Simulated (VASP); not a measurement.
**Ge: relaxation of cell and atoms with LDA**

Crystal: Ge.

```xyz
2
Lattice="2.7453 0.0000 0.0000 -1.3726 2.3775 0.0000 0.0000 0.0000 4.4901" Properties=species:S:1:pos:R:3 pbc="T T T"
Ge    0.0000    1.5850    1.1225
Ge    1.3726    0.7925    3.3675
```

This isn't the form of Ge at room conditions, which is diamond.

- Program: VASP 6.6.1
- Task: relaxation of cell and atoms
- Functional: LDA
- Potentials or basis: VASP PAW LDA potentials, release 64 (Ge_d)
- Cutoff: 600 eV
- k mesh: 16 × 16 × 9
- Occupations: fermi-dirac, width 0.05 eV
- Spin: no spin polarisation
- Target pressure: 25 GPa
- Dipole correction: no
- Further INCAR settings: ALGO = Normal; EDIFF = 1e-06; IBRION = 2; EDIFFG = -0.005; NSW = 32; ISIF = 3

```json
{"Relaxed volume": "14.69 Å³/atom", "Relaxed cell": "a = 2.748 Å, b = 2.748 Å, c = 4.493 Å, α = 90.00°, β = 90.00°, γ = 120.00°", "Space group after relaxing (to 0.1 Å)": "P6_3/mmc (No. 194)", "Energy change on relaxing (the run minimises the enthalpy)": "-5.7 meV/atom", "Ionic steps": "3", "Pressure after relaxing": "25.0 GPa", "Band gap on the k mesh": "zero (bands 14 and 15 overlap by 12.04 eV)"}
```

The path:
```
step  energy change (eV)  largest force (eV/Å)  pressure (GPa)  volume (Å³)
   1              0.0000                0.0000           25.25        29.31
   2             -0.0154                0.0000           24.78        29.40
   3             -0.0113                0.0000           25.03        29.38
```

Final structure:
```
CELL_PARAMETERS angstrom
2.74772 0.00000 0.00000
-1.37386 2.37959 0.00000
0.00000 0.00000 4.49309
ATOMIC_POSITIONS crystal
Ge 0.33333 0.66667 0.25000
Ge 0.66667 0.33333 0.75000
```

Levels at points of the mesh, in eV from the Fermi level:
```tsv
k point	band 12	band 13	band 14	band 15	band 16	band 17
(0.00, 0.00, 0.00)	-8.63	-7.29	8.49	8.49	10.82	10.82
(0.50, 0.00, 0.00)	-8.33	-2.25	-2.01	-1.53	0.99	3.02
```

It took 120 s on 1 thread of Intel Xeon 8259CL, with other jobs on the host, peak memory 0.2 GiB.

Caveat: the cell is relaxed towards a set pressure, so the run minimises the enthalpy, not the energy.
